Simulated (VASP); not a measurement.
Input of a VASP 6.6.1 run:

INCAR

```
SYSTEM = Be
ALGO = Normal
EDIFF = 1E-6
ENCUT = 520
GGA = RE
ISIF = 2
ISMEAR = -1
LASPH = .True.
LCHARG = .False.
LREAL = .False.
LWAVE = .False.
NBANDS = 7
NELM = 80
PREC = Accurate
SIGMA = 0.1
```

The input KPOINTS:

```
k-points
0
Gamma
  20 20 20
  0 0 0
```

The input POSCAR:

```
Be
1.0
   -1.2429976855      1.2429976855      1.2429976855
    1.2429976855     -1.2429976855      1.2429976855
    1.2429976855      1.2429976855     -1.2429976855
Be
1
Direct
    0.0000000000      0.0000000000      0.0000000000
```

Potentials or basis: VASP PAW PBE potentials, release 64 (Be).

The run is started by

```bash
$ cat potpaw_PBE.64/Be/POTCAR > POTCAR
$ mpirun -np 1 vasp_std > vasp.out
```

Task: Estimate the band gap on the k mesh.

Result: Zero (band 1 reaches 12.31 eV, above the bottom of band 2 at 6.90 eV).

Task: Estimate the pressure.

Result: 5.1 GPa.

Caveat: the PAW data sets were made with another functional, which shifts forces and pressure a little.
